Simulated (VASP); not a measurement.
Set up this calculation in VASP 6.6.1, as the native input.

```
Task                   : relaxation of cell and atoms
Functional             : PBEsol
Potentials or basis    : VASP PAW PBE potentials, release 64 (Ca_sv, Pb_d, Cl)
Cutoff                 : 600 eV
k mesh                 : 4 × 4 × 4
Occupations            : fermi-dirac, width 0.03 eV
Spin                   : no spin polarisation
Dipole correction      : no
Further INCAR settings : ALGO = Normal; EDIFF = 1e-06; IBRION = 2; EDIFFG = -0.01; NSW = 100; ISIF = 3
```

The structure of CaPbCl6 lies in POSCAR:

```
CaPbCl6
1.0
    0.0000000000      4.9506746600      4.9506746600
    4.9506746600      0.0000000000      4.9506746600
    4.9506746600      4.9506746600      0.0000000000
Ca Pb Cl
1 1 6
Direct
    0.5000000000      0.5000000000      0.5000000000
    0.0000000000      0.0000000000      0.0000000000
    0.7476230800      0.2523769200      0.2523769200
    0.2523769200      0.7476230800      0.7476230800
    0.2523769200      0.7476230800      0.2523769200
    0.7476230800      0.2523769200      0.7476230800
    0.2523769200      0.2523769200      0.7476230800
    0.7476230800      0.7476230800      0.2523769200
```

One way to write it, as run:

INCAR

```
PREC = Accurate ; ENCUT = 600
EDIFF = 1E-6 ; ISMEAR = -1
SIGMA = 0.03 ; LREAL = False
LASPH = True ; NELM = 60
ALGO = Normal ; ISIF = 3
LWAVE = False ; LCHARG = False
GGA = PS ; IBRION = 2
NSW = 100 ; EDIFFG = -0.01
```

KPOINTS

```
Automatic mesh
0
Gamma
  4 4 4
```

Potentials or basis: VASP PAW PBE potentials, release 64 (Ca_sv, Pb_d, Cl).

Command:

```bash
$ cat potpaw_PBE.64/Ca_sv/POTCAR potpaw_PBE.64/Pb_d/POTCAR potpaw_PBE.64/Cl/POTCAR > POTCAR
$ mpirun -np 1 vasp_std > vasp.out
```

Results of the run:

```json
{
  "Relaxed volume": "35.83 Å³/atom",
  "Relaxed cell": "a = 7.401 Å, b = 7.401 Å, c = 7.401 Å, α = 60.00°, β = 60.00°, γ = 60.00°",
  "Space group after relaxing (to 0.1 Å)": "Fm-3m (No. 225)",
  "Energy gained by relaxing": "125.1 meV/atom",
  "Ionic steps": "7",
  "Pressure after relaxing": "0.0 GPa",
  "Band gap on the k mesh": "0.59 eV"
}
```

Caveat: the volume moved by over 15 % at a fixed basis, so the end points are rough; the PAW data sets were made with another functional, which shifts forces and pressure a little; spin-orbit coupling is left out, which moves the levels of the heavy elements.

Wall time 12 min on 1 thread of Intel(R) Xeon(R) Platinum 8259CL CPU @ 2.50GHz (Skylake/Cascade Lake), on a shared host, peak memory 0.51 GiB.
